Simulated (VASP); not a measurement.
# InAuC4N4 (P-43m) in VASP: single point with PBE

Aim: the single point of InAuC4N4 with PBE.

All numbers are computed with VASP 6.6.1; they aren't measurements. Logs are shortened: lines on timing, memory, paths and dates and some standing lists are left out, and cuts for length are marked.

## (1) The cell of the first run

The structure is cubic, space group P-43m (No. 215). Conventional cell: a = 5.980 Å, b = 5.980 Å, c = 5.980 Å, α = 90.00°, β = 90.00°, γ = 90.00°. In (site symmetry -43m) has 4 C at 2.00 Å within 2.7 Å. Within 1.6 Å of C (site symmetry 3m) lie 1 N at 1.17 Å. Within 2.7 Å of Au (site symmetry -43m) lie 4 N at 2.01 Å. N (site symmetry 3m) has 1 C at 1.17 Å within 1.6 Å.

## (2) Single point, PBE

INCAR

```
SYSTEM = InAuC4N4
PREC     = Accurate       ! precision mode
ENCUT    = 700            ! plane-wave cutoff, eV
EDIFF    = 1E-6           ! SCF threshold, eV
ISMEAR   = 0              ! smearing method
SIGMA    = 0.1            ! smearing width, eV
LREAL    = .FALSE.        ! projectors in reciprocal space
LASPH    = .TRUE.         ! aspherical terms in the spheres
NELM     = 120            ! most SCF steps
ALGO     = Normal         ! electronic algorithm
ISIF     = 2              ! what is computed and relaxed
LWAVE    = .FALSE.        ! write WAVECAR
LCHARG   = .FALSE.        ! write CHGCAR
GGA      = PE             ! functional
NBANDS   = 45             ! bands
GGA_COMPAT= .FALSE.
```

KPOINTS

```
regular mesh
0
G
  4 4 4
  0 0 0
```

POSCAR

```
InAuC4N4
1.0
    5.9796167400      0.0000000000      0.0000000000
    0.0000000000      5.9796167400      0.0000000000
    0.0000000000      0.0000000000      5.9796167400
In C Au N
1 4 1 4
Direct
    0.0000000000      0.0000000000      0.0000000000
    0.1932026600      0.1932026600      0.1932026600
    0.1932026600      0.8067973400      0.8067973400
    0.8067973400      0.1932026600      0.8067973400
    0.8067973400      0.8067973400      0.1932026600
    0.5000000000      0.5000000000      0.5000000000
    0.3061697400      0.3061697400      0.3061697400
    0.3061697400      0.6938302600      0.6938302600
    0.6938302600      0.3061697400      0.6938302600
    0.6938302600      0.6938302600      0.3061697400
```

Potentials or basis: VASP PAW PBE potentials, release 64 (In_d, C, Au_sv_GW, N).

Launch:

```
$ cat potpaw_PBE.64/In_d/POTCAR potpaw_PBE.64/C/POTCAR potpaw_PBE.64/Au_sv_GW/POTCAR potpaw_PBE.64/N/POTCAR > POTCAR
$ mpirun -np 1 vasp_std > vasp.out
```

OUTCAR:

```text
SYSTEM = InAuC4N4
   PREC = Accurate
   ENCUT = 700
   EDIFF = 1E-6
   ISMEAR = 0
   LREAL = .FALSE.
   LASPH = .TRUE.
   NELM = 120
   ISIF = 2
   GGA = PE

 ion  position               nearest neighbor table
   1  0.000  0.000  0.000-   2 2.00   3 2.00   4 2.00   5 2.00
   2  0.193  0.193  0.193-   7 1.17   1 2.00
   3  0.193  0.807  0.807-   8 1.17   1 2.00
   4  0.807  0.193  0.807-   9 1.17   1 2.00
   5  0.807  0.807  0.193-  10 1.17   1 2.00
   6  0.500  0.500  0.500-   7 2.01   8 2.01   9 2.01  10 2.01
   7  0.306  0.306  0.306-   2 1.17   6 2.01
   8  0.306  0.694  0.694-   3 1.17   6 2.01
   9  0.694  0.306  0.694-   4 1.17   6 2.01
  10  0.694  0.694  0.306-   5 1.17   6 2.01

  LATTYP: Found a simple cubic cell.
 ALAT       =     5.9796167400

  Lattice vectors:

 A1 = (   5.9796167400,   0.0000000000,   0.0000000000)
 A2 = (   0.0000000000,   5.9796167400,   0.0000000000)
 A3 = (   0.0000000000,   0.0000000000,   5.9796167400)

Analysis of symmetry for initial positions (statically):
=====================================================================
 Subroutine PRICEL returns:
 Original cell was already a primitive cell.

 Routine SETGRP: Setting up the symmetry group for a
 simple cubic supercell.

 Subroutine GETGRP returns: Found 24 space group operations
 (whereof 24 operations were pure point group operations)
 out of a pool of 48 trial point group operations.

The static configuration has the point symmetry T_d .

Analysis of symmetry for dynamics (positions and initial velocities):
=====================================================================
 Subroutine PRICEL returns:
 Original cell was already a primitive cell.

 Routine SETGRP: Setting up the symmetry group for a
 simple cubic supercell.

 Subroutine GETGRP returns: Found 24 space group operations
 (whereof 24 operations were pure point group operations)
 out of a pool of 48 trial point group operations.

The dynamic configuration has the point symmetry T_d .

 Subroutine INISYM returns: Found 24 space group operations
 (whereof 24 operations are pure point group operations),
 and found     1 'primitive' translations
[... 90 lines left out ...]
   ISPIN  =      1    spin polarized calculation?
   LNONCOLLINEAR =      F non collinear calculations
   LSORBIT =      F    spin-orbit coupling
   LASPH  =      T    aspherical Exc in radial PAW
   ENCUT  =  700.0 eV  51.45 Ry    7.17 a.u.  12.90 12.90 12.90*2*pi/ulx,y,z
   NELM   =    120;   NELMIN=  2; NELMDL= -5     # of ELM steps
   EDIFF  = 0.1E-05   stopping-criterion for ELM
   LREAL  =      F    real-space projection
[... 7 lines left out ...]
   TEBEG  =    0.0;   TEEND  =   0.0 temperature during run
   PSTRESS=    0.0 pullay stress
   NELECT =      68.0000    total number of electrons
   NUPDOWN=      -1.0000    fix difference up-down
   EMIN   =  10.00;   EMAX   =-10.00  energy-range for DOS
   EFERMI =   0.00;   METHOD = LEGACY
   ISMEAR =     0;   SIGMA  =   0.10  broadening in eV -4-tet -1-fermi 0-gaus
   EFERMI_NEDOS =   21; number of points for ismear=-14 and -15
   IALGO  =     38    algorithm
   IMIX   =      4    mixing-type and parameters
     AMIX     =   0.40;   BMIX     =  1.00
     AMIX_MAG =   1.60;   BMIX_MAG =  1.00
  volume/ion in A,a.u.               =      21.38       144.28
  Fermi-wavevector in a.u.,A,eV,Ry     =   1.117475  2.111721 16.990278  1.248750
  Thomas-Fermi vector in A             =   2.254098
   LORBIT       =      0    0 simple, 1 ext, 2 COOP (PROOUT), +10 PAW based schemes
   GGA     = PE    functional components
   LHFCALC =     F    Hartree Fock is set to
   AEXX    =    0.0000 exact exchange contribution
   IVDW    =     0    specifies the selected vdW correction
   LEPSILON=     F    determine dielectric tensor
   LRPA    =     F    only Hartree local field effects (RPA)
 non-spin polarized calculation
 Gauss-broadening in eV      SIGMA  =   0.10
  energy-cutoff  :      700.00
  volume of cell :      213.81
 maximum number of plane-waves:      9045
 NGX is ok and might be reduce to    54
   NGX = 25   NGY = 25   NGZ = 25

 number of electron      67.9999999 magnetization

 Free energy of the ion-electron system (eV)
  ---------------------------------------------------
  ext. energy  EPLUGINS =         0.00000000
  ---------------------------------------------------
  free energy    TOTEN  =       -68.01000571 eV

  energy without entropy =      -68.01000571  energy(sigma->0) =      -68.01000571

 E-fermi :   0.1565     XC(G=0):  -7.3263

 val. band max:       -0.4965082764   @ k =   0.5000   0.5000   0.0000
 cond. band min:       3.1097206488   @ k =   0.5000   0.0000   0.0000
 fundamental gap:      3.6062289252
 Fermi energy:         0.1565390132

 k-point     1 :       0.0000    0.0000    0.0000
  band No.  band energies     occupation
      1    -104.7007      2.00000
      2     -56.0677      2.00000
      3     -56.0677      2.00000
      4     -56.0677      2.00000
      5     -18.0085      2.00000
      6     -17.8908      2.00000
[... 469 lines left out ...]
     44       6.9330      0.00000
     45       6.9331      0.00000

------------------------ aborting loop because EDIFF is reached ----------------------------------------

  FORCE on cell =-STRESS in cart. coord.  units (eV):
  Direction    XX          YY          ZZ          XY          YZ          ZX
  --------------------------------------------------------------------------------------
  -------------------------------------------------------------------------------------
  Total       12.1722602     12.1722602     12.1722602      0.0000000      0.0000000     -0.0000000
  in kB       91.2140551     91.2140551     91.2140551      0.0000000      0.0000000     -0.0000000
  external PRESSURE =      91.2140551 kB  Pullay stress =       0.0000000 kB

 VOLUME and BASIS-vectors are now :
 -----------------------------------------------------------------------------
  energy-cutoff  :      700.00
  volume of cell :      213.81
      direct lattice vectors                 reciprocal lattice vectors
     5.979616740  0.000000000  0.000000000     0.167234798  0.000000000  0.000000000
     0.000000000  5.979616740  0.000000000     0.000000000  0.167234798  0.000000000
     0.000000000  0.000000000  5.979616740     0.000000000  0.000000000  0.167234798

 POSITION                                       TOTAL-FORCE (eV/Angst)
 -----------------------------------------------------------------------------------
      0.00000      0.00000      0.00000        -0.000000     -0.000000      0.000000
      1.15528      1.15528      1.15528         1.694763      1.694763      1.694763
      1.15528      4.82434      4.82434         1.694763     -1.694763     -1.694763
      4.82434      1.15528      4.82434        -1.694763      1.694763     -1.694763
      4.82434      4.82434      1.15528        -1.694763     -1.694763      1.694763
      2.98981      2.98981      2.98981        -0.000000     -0.000000      0.000000
      1.83078      1.83078      1.83078        -1.322598     -1.322598     -1.322598
      1.83078      4.14884      4.14884        -1.322598      1.322598      1.322598
      4.14884      1.83078      4.14884         1.322598     -1.322598      1.322598
      4.14884      4.14884      1.83078         1.322598      1.322598     -1.322598
 -----------------------------------------------------------------------------------
    total drift:                               -0.000000     -0.000000     -0.000000

  FREE ENERGIE OF THE ION-ELECTRON SYSTEM (eV)
  ---------------------------------------------------
  free  energy   TOTEN  =       -68.0100057144 eV

  energy  without entropy=      -68.0100057144  energy(sigma->0) =      -68.01000571
```

Run time: 6.1 min. Hardware: 1 thread of Intel Xeon Platinum 8259CL at 2.50GHz (Skylake/Cascade Lake), shared host; peak memory 0.49 GiB.

What came out:

```yaml
Free_energy: -68.0100 eV
Pressure: 9.1 GPa
Largest_force: 2.935 eV/Å
Band_gap_on_the_k_mesh: 3.61 eV (least direct gap 3.64 eV)
```

Forces on the atoms (eV/Å):
```
In   0.000  0.000  0.000
C    1.695  1.695  1.695
C    1.695 -1.695 -1.695
C   -1.695  1.695 -1.695
C   -1.695 -1.695  1.695
Au   0.000  0.000  0.000
N   -1.323 -1.323 -1.323
N   -1.323  1.323  1.323
N    1.323 -1.323  1.323
N    1.323  1.323 -1.323
```

Caveat: the cell stands under pressure; spin-orbit coupling is left out, which moves the levels of the heavy elements; forces of over 1 eV/Å act on the atoms, so gaps and moduli don't describe the material at rest. A k mesh can miss the band edges.
